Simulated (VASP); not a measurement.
Write the native input for VASP 6.6.1 that does the following.

| Quantity | Value |
| --- | --- |
| Task | single point |
| Functional | PBE |
| Potentials or basis | VASP PAW PBE potentials, release 64 (B, N) |
| Cutoff | 520 eV |
| k mesh | 12 × 12 × 12 |
| Occupations | fermi-dirac, width 0.02 eV |
| Spin | no spin polarisation |
| Dipole correction | no |
| Further INCAR settings | ALGO = Normal; EDIFF = 1e-07; NBANDS = 11 |

The structure of BN lies in POSCAR:

```
BN
1.0
    0.0000000000      1.8228737197      1.7971376930
    1.8228737197      0.0000000000      1.7971376930
    1.8228737197      1.8228737197      0.0000000000
B N
1 1
Direct
    0.0000000000      0.0000000000      0.0000000000
    0.2500000000      0.2500000000      0.2500000000
```

This cell differs from its parent crystal: epitaxial xy strain +1.0%.

One way to write it, as run:

INCAR

```
PREC = Accurate ; ENCUT = 520
EDIFF = 1E-7 ; ISMEAR = -1
SIGMA = 0.02 ; LREAL = F
LASPH = T ; NELM = 100
ALGO = Normal ; ISIF = 2
LWAVE = F ; LCHARG = F
GGA = PE ; NBANDS = 11
```

KPOINTS

```
regular mesh
0
Gamma
  12 12 12
```

Potentials or basis: VASP PAW PBE potentials, release 64 (B, N).

Launch:

```bash
$ cat potpaw_PBE.64/B/POTCAR potpaw_PBE.64/N/POTCAR > POTCAR
$ mpirun -np 1 vasp_std > vasp.out
```

It gave:

```
Pressure               : -0.9 GPa
Band gap on the k mesh : 4.20 eV, indirect (least direct gap 8.61 eV)
```

Caveat: the cell differs from its parent crystal (epitaxial xy strain +1.0%).

Wall time 13 s on 1 thread of Intel Xeon 6975P-C, on a shared host, peak memory 0.13 GiB.
